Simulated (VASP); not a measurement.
Here is a VASP 6.6.1 calculation.

Contents of INCAR:

```
SYSTEM = BN
  ALGO = Normal
  EDIFF = 1E-7
  ENCUT = 520
  GGA = CA
  ISIF = 2
  ISMEAR = -1
  LASPH = .True.
  LCHARG = .False.
  LREAL = .False.
  LWAVE = .False.
  NBANDS = 16
  NELM = 60
  PREC = Accurate
  SIGMA = 0.05
```

KPOINTS

```
k-points
0
Gamma
  12 12 6
  0 0 0
```

Contents of POSCAR:

```
BN
1.0
    2.5018037563      0.0000000000      0.0000000000
   -1.2509018782      2.1666256083      0.0000000000
    0.0000000000      0.0000000000      4.1405684416
N B
2 2
Direct
    0.3333333333      0.6666666667      0.1252760000
    0.6666666667      0.3333333333      0.6252760000
    0.3333333333      0.6666666667      0.4997240000
    0.6666666667      0.3333333333      0.9997240000
```

Potentials or basis: VASP PAW LDA potentials, release 64 (N, B).

Launch:

```sh
$ cat potpaw_LDA.64/N/POTCAR potpaw_LDA.64/B/POTCAR > POTCAR
$ mpirun -np 1 vasp_std > vasp.out
```

(1) Predict the band gap on the k mesh.

(2) Predict the largest force.

(3) Predict the pressure.

Results:

(1) 4.86 eV, indirect (least direct gap 8.40 eV).

(2) 0.028 eV/Å.

(3) 11.8 GPa.
